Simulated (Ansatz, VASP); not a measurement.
## Al2BP3: VASP beside Ansatz

The input INCAR:

```
PREC = Accurate ; ENCUT = 520
EDIFF = 1E-7 ; ISMEAR = 0
SIGMA = 0.1 ; LREAL = False
LASPH = True ; NELM = 80
ALGO = Normal ; ISIF = 2
LWAVE = False ; LCHARG = False
GGA = PE ; NBANDS = 21
```

Contents of KPOINTS:

```
regular mesh
0
Gamma
  6 6 6
```

POSCAR

```
Al2BP3
1.0
   -1.8005142900      1.8005142900      7.6389351900
    1.8005142900     -1.8005142900      7.6389351900
    1.8005142900      1.8005142900     -7.6389351900
Al B P
2 1 3
Direct
    0.8333333300      0.8333333300      0.0000000000
    0.1666666700      0.1666666700      0.0000000000
    0.5000000000      0.5000000000      0.0000000000
    0.4166666700      0.9166666700      0.5000000000
    0.0833333300      0.5833333300      0.5000000000
    0.7500000000      0.2500000000      0.5000000000
```

Input for Ansatz:

```yaml
crystal:
  lattice:
    - [-1.80051429, 1.80051429, 7.63893519]
    - [1.80051429, -1.80051429, 7.63893519]
    - [1.80051429, 1.80051429, -7.63893519]
  atoms:
    - { symbol: Al, position: [0.83333333, 0.83333333, 0.0] }
    - { symbol: Al, position: [0.16666667, 0.16666667, 0.0] }
    - { symbol: B, position: [0.5, 0.5, 0.0] }
    - { symbol: P, position: [0.41666667, 0.91666667, 0.5] }
    - { symbol: P, position: [0.08333333, 0.58333333, 0.5] }
    - { symbol: P, position: [0.75, 0.25, 0.5] }
basis:
  ecutwfc: 420
kpoints:
  mp_grid: { grid: [6, 6, 6] }
hamiltonian:
  xc: pbe
scf:
  occupations: { method: gaussian, width: 0.1 }
  lower_state_search: "off"
output:
  forces: true
  stress: true
  eigenvalues: true
```

Alike in both runs: task single point; functional PBE; k mesh 6 × 6 × 6; occupations gaussian, width 0.1 eV; no spin polarisation.

|  | VASP | Ansatz |
| --- | --- | --- |
| version | VASP 6.6.1 | Ansatz 0.2.0 |
| potentials or method | VASP PAW PBE potentials, release 64 (Al, B, P), cutoff 520 eV | scalar-relativistic, plane waves, PAW |
| valence electrons in the cell | 24 | 24 |

|  | VASP | Ansatz | Ansatz less VASP |
| --- | --- | --- | --- |
| gap on the k mesh at the Fermi level (eV) | 1.19 | 1.19 | +0.002 |
| least direct gap on the mesh (eV) | 1.36 | 1.36 | +0.002 |
| pressure (GPa) | 12.1 | 12.3 | +0.14 |
| traceless stress, the component that is largest in VASP (GPa) | -0.78 | -0.79 | -0.005 |
| rms of the force components (eV/Å) | 1.361 | 1.364 | +0.0025 |

Atom by atom the forces differ by 0.003 eV/Å (rms over components). With one functional, cell and mesh, what is left measures potentials, basis and numerics.
